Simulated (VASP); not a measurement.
# MnO2 (P6_3/mmc) in VASP: single point with PBE

Aim: the single point of MnO2 with PBE.

Everything below comes from runs of VASP 6.6.1. Logs are shortened: lines on timing, memory, paths and dates and some standing lists are left out, and cuts for length are marked.

### Step 1. The cell of the first run

Symmetry: P6_3/mmc, No. 194, hexagonal system. Conventional cell: a = 2.855 Å, b = 2.855 Å, c = 10.222 Å, α = 90.00°, β = 90.00°, γ = 120.00°. Mn (site symmetry -3m) has 6 O at 1.90 Å within 2.5 Å. O (site symmetry 3m) has 3 Mn at 1.90 Å within 2.5 Å.

### Step 2. Single point, PBE, collinear spin, ferrimagnetic start

Contents of INCAR:

```
SYSTEM = MnO2
PREC = Accurate
ENCUT = 520
EDIFF = 1E-7
ISMEAR = 0
SIGMA = 0.05
LREAL = .FALSE.
LASPH = .TRUE.
NELM = 150
ALGO = Normal
ISIF = 2
LWAVE = .FALSE.
LCHARG = .TRUE.
ISPIN = 2
MAGMOM = 2.75 2.75 -0.09 -0.09 -0.09 -0.09
LORBIT = 11
LMAXMIX = 4
GGA = PE
LELF = .TRUE.
LVHAR = .TRUE.
NBANDS = 38
```

Contents of KPOINTS:

```
Automatic mesh
0
G
  12 12 4
  0 0 0
```

Contents of POSCAR:

```
MnO2
1.0
    2.8549554371      0.0000000000      0.0000000000
   -1.4274777185      2.4724639352      0.0000000000
    0.0000000000      0.0000000000     10.2217427273
Mn O
2 4
Direct
    0.0000000000      0.0000000000      0.0000000000
    0.0000000000      0.0000000000      0.5000000000
    0.3333333300      0.6666666700      0.9068564500
    0.3333333300      0.6666666700      0.5931435500
    0.6666666700      0.3333333300      0.0931435500
    0.6666666700      0.3333333300      0.4068564500
```

Potentials or basis: VASP PAW PBE potentials, release 64 (Mn_pv, O).

The run is started by

```
> cat potpaw_PBE.64/Mn_pv/POTCAR potpaw_PBE.64/O/POTCAR > POTCAR
> mpirun -np 1 vasp_std > vasp.out
```

OUTCAR:

```text
SYSTEM = MnO2
   PREC = Accurate
   ENCUT = 520
   EDIFF = 1E-7
   ISMEAR = 0
   LREAL = .FALSE.
   LASPH = .TRUE.
   NELM = 150
   ISIF = 2
   ISPIN = 2
   LORBIT = 11
   GGA = PE

 ion  position               nearest neighbor table
   1  0.000  0.000  0.000-   3 1.90   5 1.90   3 1.90   5 1.90   5 1.90   3 1.90
   2  0.000  0.000  0.500-   4 1.90   6 1.90   4 1.90   6 1.90   6 1.90   4 1.90
   3  0.333  0.667  0.907-   1 1.90   1 1.90   1 1.90
   4  0.333  0.667  0.593-   2 1.90   2 1.90   2 1.90
   5  0.667  0.333  0.093-   1 1.90   1 1.90   1 1.90
   6  0.667  0.333  0.407-   2 1.90   2 1.90   2 1.90

  LATTYP: Found a hexagonal cell.
 ALAT       =     2.8549554371
 C/A-ratio  =     3.5803510606

  Lattice vectors:

 A1 = (   2.8549554371,   0.0000000000,   0.0000000000)
 A2 = (  -1.4274777185,   2.4724639352,   0.0000000000)
 A3 = (   0.0000000000,   0.0000000000,  10.2217427273)

Analysis of symmetry for initial positions (statically):
=====================================================================
 Subroutine PRICEL returns:
 Original cell was already a primitive cell.

 Routine SETGRP: Setting up the symmetry group for a
 hexagonal supercell.

 Subroutine GETGRP returns: Found 24 space group operations
 (whereof 12 operations were pure point group operations)
 out of a pool of 24 trial point group operations.

The static configuration has the point symmetry D_3d.
 The point group associated with its full space group is D_6h.

Analysis of symmetry for dynamics (positions and initial velocities):
=====================================================================
 Subroutine PRICEL returns:
 Original cell was already a primitive cell.

 Routine SETGRP: Setting up the symmetry group for a
 hexagonal supercell.

 Subroutine GETGRP returns: Found 24 space group operations
 (whereof 12 operations were pure point group operations)
 out of a pool of 24 trial point group operations.

The dynamic configuration has the point symmetry D_3d.
 The point group associated with its full space group is D_6h.

Analysis of structural, dynamic, and magnetic symmetry:
=====================================================================
 Subroutine PRICEL returns:
 Original cell was already a primitive cell.

 Routine SETGRP: Setting up the symmetry group for a
 hexagonal supercell.

 Subroutine GETGRP returns: Found 24 space group operations
 (whereof 12 operations were pure point group operations)
 out of a pool of 24 trial point group operations.

The overall configuration has the point symmetry D_3d.
 The point group associated with its full space group is D_6h.

 Subroutine INISYM returns: Found 24 space group operations
 (whereof 12 operations are pure point group operations),
 and found     1 'primitive' translations

----------------------------------------------------------------------------------------

                                     Primitive cell

  volume of cell :      72.1530

  direct lattice vectors                    reciprocal lattice vectors
     2.854955437  0.000000000  0.000000000     0.350268164  0.202227419  0.000000000
    -1.427477719  2.472463935  0.000000000     0.000000000  0.404454838  0.000000000
     0.000000000  0.000000000 10.221742727     0.000000000  0.000000000  0.097830676

  length of vectors
     2.854955437  2.854955437 10.221742727     0.404454838  0.404454838  0.097830676

  position of ions in fractional coordinates (direct lattice)
     0.000000000  0.000000000  0.000000000
     0.000000000  0.000000000  0.500000000
     0.333333330  0.666666670  0.906856450
     0.333333330  0.666666670  0.593143550
     0.666666670  0.333333330  0.093143550
     0.666666670  0.333333330  0.406856450

  ion indices of the primitive-cell ions
   primitive index   ion index
                 1           1
                 2           2
                 3           3
                 4           4
                 5           5
                 6           6

----------------------------------------------------------------------------------------

 KPOINTS: Automatic mesh

Automatic generation of k-mesh.
 Grid dimensions read from file:
 generate k-points for:   12   12    4

 Generating k-lattice:

  Cartesian coordinates                     Fractional coordinates (reciprocal lattice)
     0.029189014  0.016852285  0.000000000     0.083333333  0.000000000  0.000000000
     0.000000000  0.033704570  0.000000000     0.000000000  0.083333333  0.000000000
     0.000000000  0.000000000  0.024457669     0.000000000  0.000000000  0.250000000

  Length of vectors
     0.033704570  0.033704570  0.024457669

  Shift w.r.t. Gamma in fractional coordinates (k-lattice)
     0.000000000  0.000000000  0.000000000

 Subroutine IBZKPT returns following result:
 ===========================================

 Found     57 irreducible k-points:

 Following reciprocal coordinates:
            Coordinates               Weight
  0.000000  0.000000  0.000000      1.000000
  0.083333  0.000000  0.000000      6.000000
  0.166667 -0.000000  0.000000      6.000000
  0.250000 -0.000000  0.000000      6.000000
  0.333333  0.000000  0.000000      6.000000
  0.416667  0.000000  0.000000      6.000000
[... 16 lines left out ...]
  0.250000 -0.000000  0.250000     12.000000
  0.333333  0.000000  0.250000     12.000000
 [... further k-points ...]
   k-points           NKPTS =     57   k-points in BZ     NKDIM =     57   number of bands    NBANDS=     38
   number of dos      NEDOS =    301   number of ions     NIONS =      6
   total plane-waves  NPLWV =  46080
   dimension x,y,z NGX =    24 NGY =   24 NGZ =   80
   dimension x,y,z NGXF=    48 NGYF=   48 NGZF=  160
   ions per type =               2   4
   NGX,Y,Z   is equivalent  to a cutoff of  13.98, 13.98, 13.01 a.u.
   NGXF,Y,Z  is equivalent  to a cutoff of  27.95, 27.95, 26.02 a.u.
 SYSTEM =  MnO2
   PREC   = accura    normal or accurate (medium, high low for compatibility)
   ISTART =      0    job   : 0-new  1-cont  2-samecut
   ICHARG =      2    charge: 1-file 2-atom 10-const
   ISPIN  =      2    spin polarized calculation?
   LNONCOLLINEAR =      F non collinear calculations
   LSORBIT =      F    spin-orbit coupling
   LASPH  =      T    aspherical Exc in radial PAW
   ENCUT  =  520.0 eV  38.22 Ry    6.18 a.u.   5.31  5.31 19.01*2*pi/ulx,y,z
   NELM   =    150;   NELMIN=  2; NELMDL= -5     # of ELM steps
   EDIFF  = 0.1E-06   stopping-criterion for ELM
   LREAL  =      F    real-space projection
   EDIFFG = 0.1E-05   stopping-criterion for IOM
   NSW    =      0    number of steps for IOM
   IBRION =     -1    ionic relax: 0-MD 1-quasi-New 2-CG
   NFREE  =      0    steps in history (QN), initial steepest desc. (CG)
   ISIF   =      2    stress and relaxation
   ISYM   =      2    0-nonsym 1-usesym 2-fastsym
   POTIM  = 0.5000    time-step for ionic-motion
   TEBEG  =    0.0;   TEEND  =   0.0 temperature during run
   PSTRESS=    0.0 pullay stress
   NELECT =      50.0000    total number of electrons
   NUPDOWN=      -1.0000    fix difference up-down
   EMIN   =  10.00;   EMAX   =-10.00  energy-range for DOS
   EFERMI =   0.00;   METHOD = LEGACY
   ISMEAR =     0;   SIGMA  =   0.05  broadening in eV -4-tet -1-fermi 0-gaus
   EFERMI_NEDOS =   21; number of points for ismear=-14 and -15
   IALGO  =     38    algorithm
   IMIX   =      4    mixing-type and parameters
     AMIX     =   0.40;   BMIX     =  1.00
     AMIX_MAG =   1.60;   BMIX_MAG =  1.00
  volume/ion in A,a.u.               =      12.03        81.15
  Fermi-wavevector in a.u.,A,eV,Ry     =   1.448705  2.737656 28.555192  2.098747
  Thomas-Fermi vector in A             =   2.566516
   LORBIT       =     11    0 simple, 1 ext, 2 COOP (PROOUT), +10 PAW based schemes
   GGA     = PE    functional components
   LHFCALC =     F    Hartree Fock is set to
   AEXX    =    0.0000 exact exchange contribution
   IVDW    =     0    specifies the selected vdW correction
   LEPSILON=     F    determine dielectric tensor
   LRPA    =     F    only Hartree local field effects (RPA)
 spin polarized calculation
 Gauss-broadening in eV      SIGMA  =   0.05
  energy-cutoff  :      520.00
  volume of cell :       72.15
 maximum number of plane-waves:      1970
 NGX is ok and might be reduce to    24
   NGX = 11   NGY = 11   NGZ = 39

 number of electron      49.9999997 magnetization       5.9999751

 Free energy of the ion-electron system (eV)
  ---------------------------------------------------
  ext. energy  EPLUGINS =         0.00000000
  ---------------------------------------------------
  free energy    TOTEN  =       -47.64671174 eV

  energy without entropy =      -47.64671174  energy(sigma->0) =      -47.64671174

 E-fermi :   2.3559     XC(G=0): -10.0227

 val. band max:        2.1218400751   @ k =   0.0833   0.0000   0.0000
 cond. band min:       3.0032537416   @ k =   0.0000   0.0000   0.0000
 fundamental gap:      0.8814136665
 Fermi energy:         2.3558600442

 spin component 1

 k-point     1 :       0.0000    0.0000    0.0000
  band No.  band energies     occupation
      1     -48.1412      1.00000
      2     -48.1412      1.00000
      3     -48.1412      1.00000
      4     -48.1412      1.00000
      5     -48.1371      1.00000
      6     -48.1370      1.00000
[... 29 lines left out ...]
     36      12.6168      0.00000
     37      14.3133      0.00000

 k-point     2 :       0.0833    0.0000    0.0000
  band No.  band energies     occupation
      1     -48.1521      1.00000
      2     -48.1521      1.00000
      3     -48.1437      1.00000
      4     -48.1437      1.00000
      5     -48.1353      1.00000
      6     -48.1353      1.00000
[... 29 lines left out ...]
     36      12.9572      0.00000
     37      14.6036      0.00000
[... 838 lines left out ...]
     36      14.5631      0.00000
     37      16.0588      0.00000

 k-point    24 :       0.3333    0.0000    0.2500
  band No.  band energies     occupation
      1     -48.2624      1.00000
      2     -48.2624      1.00000
      3     -48.1687      1.00000
      4     -48.1687      1.00000
      5     -48.1169      1.00000
      6     -48.1169      1.00000
[... 29 lines left out ...]
     36      15.1449      0.00000
     37      16.2562      0.00000

 [... further k-points ...]

 spin component 2

 k-point     1 :       0.0000    0.0000    0.0000
  band No.  band energies     occupation
      1     -45.0828      1.00000
      2     -45.0828      1.00000
      3     -45.0828      1.00000
      4     -45.0828      1.00000
      5     -44.9179      1.00000
      6     -44.9179      1.00000
[... 29 lines left out ...]
     36      13.1449      0.00000
     37      14.7311      0.00000

 k-point     2 :       0.0833    0.0000    0.0000
  band No.  band energies     occupation
      1     -45.0957      1.00000
      2     -45.0957      1.00000
      3     -45.0856      1.00000
      4     -45.0856      1.00000
      5     -44.9157      1.00000
      6     -44.9156      1.00000
[... 29 lines left out ...]
     36      13.4881      0.00000
     37      15.0473      0.00000
[... 838 lines left out ...]
     36      15.0860      0.00000
     37      16.5863      0.00000

 k-point    24 :       0.3333    0.0000    0.2500
  band No.  band energies     occupation
      1     -45.2260      1.00000
      2     -45.2260      1.00000
      3     -45.1145      1.00000
      4     -45.1145      1.00000
      5     -44.8923      1.00000
      6     -44.8923      1.00000
[... 29 lines left out ...]
     36      15.6263      0.00000
     37      16.8362      0.00000

 [... further k-points ...]

 [bands above 37 left out]

------------------------ aborting loop because EDIFF is reached ----------------------------------------

  FORCE on cell =-STRESS in cart. coord.  units (eV):
  Direction    XX          YY          ZZ          XY          YZ          ZX
  --------------------------------------------------------------------------------------
  -------------------------------------------------------------------------------------
  Total        2.3636778      2.3636778      1.5249951      0.0000000      0.0000000      0.0000000
  in kB       52.4861378     52.4861378     33.8629489      0.0000000      0.0000000      0.0000000
  external PRESSURE =      46.2784081 kB  Pullay stress =       0.0000000 kB

 VOLUME and BASIS-vectors are now :
 -----------------------------------------------------------------------------
  energy-cutoff  :      520.00
  volume of cell :       72.15
      direct lattice vectors                 reciprocal lattice vectors
     2.854955437  0.000000000  0.000000000     0.350268164  0.202227419  0.000000000
    -1.427477719  2.472463935  0.000000000     0.000000000  0.404454838  0.000000000
     0.000000000  0.000000000 10.221742727     0.000000000  0.000000000  0.097830676

 POSITION                                       TOTAL-FORCE (eV/Angst)
 -----------------------------------------------------------------------------------
      0.00000      0.00000      0.00000         0.000000      0.000000      0.000000
      0.00000      0.00000      5.11087         0.000000      0.000000      0.000000
     -0.00000      1.64831      9.26965         0.000000     -0.000000     -0.311714
     -0.00000      1.64831      6.06296         0.000000     -0.000000      0.311714
      1.42748      0.82415      0.95209        -0.000000      0.000000      0.311714
      1.42748      0.82415      4.15878        -0.000000      0.000000     -0.311714
 -----------------------------------------------------------------------------------
    total drift:                               -0.000000     -0.000000      0.000000

  FREE ENERGIE OF THE ION-ELECTRON SYSTEM (eV)
  ---------------------------------------------------
  free  energy   TOTEN  =       -47.6467117418 eV

  energy  without entropy=      -47.6467117418  energy(sigma->0) =      -47.64671174

 total charge

# of ion       s       p       d       tot
------------------------------------------
    1        0.356   6.467   4.924  11.747
    2        0.356   6.467   4.924  11.747
    3        1.582   3.415   0.000   4.998
    4        1.582   3.415   0.000   4.998
    5        1.582   3.415   0.000   4.998
    6        1.582   3.415   0.000   4.998
--------------------------------------------------
tot          7.040  26.596   9.847  43.484

 magnetization (x)

# of ion       s       p       d       tot
------------------------------------------
    1        0.031   0.039   2.763   2.833
    2        0.031   0.039   2.763   2.833
    3        0.004   0.041   0.000   0.045
    4        0.004   0.041   0.000   0.045
    5        0.004   0.041   0.000   0.045
    6        0.004   0.041   0.000   0.045
--------------------------------------------------
tot          0.076   0.244   5.526   5.846
```

It took 3.2 min on 1 thread of Intel Xeon 6975P-C (Granite Rapids), shared host; peak memory 0.37 GiB.

Results:

```yaml
Free_energy: -47.6467 eV
Pressure: 4.6 GPa
Largest_force: 0.312 eV/Å
Band_gap_on_the_k_mesh: 0.88 eV, indirect (least direct gap 0.92 eV)
Net_moment: 6.00 μB per cell
Site_moments: Mn +2.83; O +0.04 μB
Valence_electrons_inside_the_program's_atomic_spheres: Mn 11.75; O 5.00
```

Forces in eV/Å, atoms in the order of the input:
```
Mn   0.000  0.000  0.000
Mn   0.000  0.000  0.000
O    0.000  0.000 -0.312
O    0.000  0.000  0.312
O    0.000  0.000  0.312
O    0.000  0.000 -0.312
```

Levels at points of the mesh, in eV from the valence-band top:
Spin up:
| k point | band 25 | band 26 | band 27 | band 28 | band 29 | band 30 | band 31 | band 32 |
| --- | --- | --- | --- | --- | --- | --- | --- | --- |
| (0.00, 0.00, 0.00) | -1.33 | -1.33 | -0.28 | -0.04 | 2.97 | 2.97 | 2.99 | 2.99 |
| (0.50, 0.00, 0.00) | -1.76 | -1.71 | -1.02 | -0.94 | 2.15 | 2.33 | 2.81 | 2.84 |
| (0.00, 0.00, 0.50) | -1.35 | -1.35 | -0.14 | -0.14 | 2.98 | 2.98 | 2.98 | 2.98 |
| (0.50, 0.00, 0.50) | -1.72 | -1.72 | -0.97 | -0.97 | 2.24 | 2.24 | 2.82 | 2.82 |
Spin down:
| k point | band 20 | band 21 | band 22 | band 23 | band 24 | band 25 |
| --- | --- | --- | --- | --- | --- | --- |
| (0.00, 0.00, 0.00) | -1.27 | -1.27 | -1.22 | 0.88 | 0.88 | 0.88 |
| (0.50, 0.00, 0.00) | -2.67 | -2.03 | -1.66 | 1.13 | 1.21 | 1.65 |
| (0.00, 0.00, 0.50) | -1.28 | -1.28 | -1.28 | 0.88 | 0.88 | 0.88 |
| (0.50, 0.00, 0.50) | -2.68 | -1.83 | -1.83 | 1.17 | 1.17 | 1.65 |
